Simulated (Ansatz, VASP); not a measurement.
# Sn: VASP beside Ansatz

File POSCAR:

```
Sn
1.0
    0.0000000000      3.2131440000      3.2456000000
    3.2780560000      0.0000000000      3.2456000000
    3.2780560000      3.2131440000      0.0000000000
Sn
2
Direct
    0.5000000000      0.5000000000      0.5000000000
    0.7500000000      0.7500000000      0.7500000000
```

INCAR.step1

```
PREC = Accurate
ENCUT = 520
ISMEAR = 0
SIGMA = 0.1
LREAL = False
LASPH = True
NELM = 60
NBANDS = 21
GGA = PE
ALGO = Normal
EDIFF = 1E-4
LWAVE = True
LCHARG = False
```

File INCAR.step2:

```
PREC = Accurate
ENCUT = 520
EDIFF = 1E-6
ISMEAR = 0
SIGMA = 0.1
LREAL = False
LASPH = True
NELM = 60
ALGO = Normal
ISIF = 2
LWAVE = False
LCHARG = False
METAGGA = R2SCAN
LMIXTAU = True
NBANDS = 21
ISTART = 1
```

The input KPOINTS:

```
regular mesh
0
Gamma
  12 12 12
```

Input for Ansatz:

```yaml
crystal:
  lattice:
    - [0.0, 3.213144, 3.2456]
    - [3.278056, 0.0, 3.2456]
    - [3.278056, 3.213144, 0.0]
  atoms:
    - { symbol: Sn, position: [0.5, 0.5, 0.5] }
    - { symbol: Sn, position: [0.75, 0.75, 0.75] }
basis:
  ecutwfc: 500
kpoints:
  mp_grid: { grid: [12, 12, 12] }
hamiltonian:
  xc: r2scan
scf:
  occupations: { method: gaussian, width: 0.1 }
output:
  forces: true
  stress: true
  eigenvalues: true
```

Change from the starting cell: strain +0.0100 x Voigt [1, -1, 0, 0, 0, 0], atoms carried along.

Alike in both runs: task single point; functional r2SCAN; k mesh 12 × 12 × 12; occupations gaussian, width 0.1 eV; no spin polarisation.

|  | VASP | Ansatz |
| --- | --- | --- |
| version | VASP 6.6.1 | Ansatz 0.2.0 |
| potentials or method | VASP PAW PBE potentials, release 64 (Sn_d), cutoff 520 eV | scalar-relativistic, plane waves, PAW |
| valence electrons in the cell | 28 | 28 |

|  | VASP | Ansatz | Ansatz less VASP |
| --- | --- | --- | --- |
| gap on the k mesh at the Fermi level (eV) | 0.07 | 0.07 | 0.000 |
| least direct gap on the mesh (eV) | 0.07 | 0.07 | 0.000 |
| pressure (GPa) | 1.6 | 1.6 | +0.04 |
| traceless stress, the component that is largest in VASP (GPa) | -0.37 | -0.37 | 0.000 |

VASP's potentials were made for PBE, not for r2SCAN. The functional is the same, so the differences come from potentials, cutoffs and numerics.
